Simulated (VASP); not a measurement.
Here is a VASP 6.6.1 calculation.

The input INCAR:

```
  PREC = Accurate
  ENCUT = 520
  EDIFF = 1E-6
  ISMEAR = 0
  SIGMA = 0.02
  LREAL = False
  LASPH = True
  NELM = 100
  ALGO = Normal
  ISIF = 2
  LWAVE = False
  LCHARG = False
  GGA = CA
  NBANDS = 19
```

The input KPOINTS:

```
Automatic mesh
0
Gamma
  8 8 8
```

Contents of POSCAR:

```
Mg2FeH6
1.0
    0.0000000000      3.1705335262      3.1705335262
    3.1705335262      0.0000000000      3.1705335262
    3.1705335262      3.1705335262      0.0000000000
Mg Fe H
2 1 6
Direct
    0.2500000000      0.2500000000      0.2500000000
    0.7500000000      0.7500000000      0.7500000000
    0.0000000000      0.0000000000      0.0000000000
    0.7566241640      0.2433758360      0.2433758360
    0.2433758360      0.7566241640      0.2433758360
    0.2433758360      0.7566241640      0.7566241640
    0.7566241640      0.2433758360      0.7566241640
    0.2433758360      0.2433758360      0.7566241640
    0.7566241640      0.7566241640      0.2433758360
```

Potentials or basis: VASP PAW LDA potentials, release 64 (Mg, Fe, H).

Launch:

```bash
$ cat potpaw_LDA.64/Mg/POTCAR potpaw_LDA.64/Fe/POTCAR potpaw_LDA.64/H/POTCAR > POTCAR
$ mpirun -np 1 vasp_std > vasp.out
```

(1) Predict the largest force.

(2) Predict the pressure.

(3) What does it give for the band gap on the k mesh?

Answers

(1) 0.038 eV/Å.

(2) -3.0 GPa.

(3) 1.75 eV, direct.
